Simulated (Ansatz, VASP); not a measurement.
One calculation of Au, two programs

```
Au
1.0
    -1.27594    1.67991    1.67991
     1.67991   -1.27594    1.67991
     1.67991    1.67991   -1.27594
Au
1
Direct
  0.00000 0.00000 0.00000
```

Alike in both runs: task single point; functional PBEsol; k mesh 22 × 22 × 22; occupations gaussian, width 0.15 eV; no spin polarisation.

```csv
,VASP,Ansatz
version,VASP 6.6.1,Ansatz 0.2.0
potentials or method,"VASP PAW PBE potentials, release 64 (Au), cutoff 520 eV","scalar-relativistic, plane waves, PAW"
valence electrons in the cell,11,19
```

VASP gave:

```
gap on the k mesh at the Fermi level (eV)                     : none
pressure (GPa)                                                : 2.0
traceless stress, the component that is largest in VASP (GPa) : -2.11
```

Task: Estimate Ansatz's values.

Result: gap on the k mesh at the Fermi level (eV): none; pressure (GPa): 2.2; traceless stress, the component that is largest in VASP (GPa): -2.15.

VASP's potentials were made for PBE, not for PBEsol. A gap of «none» marks a metal or a gap that the smearing closes. VASP's potentials hold 11 valence electrons a cell and Ansatz's 19, so a difference there can come from the potentials and not from the codes.

Neither program's run includes spin-orbit coupling.
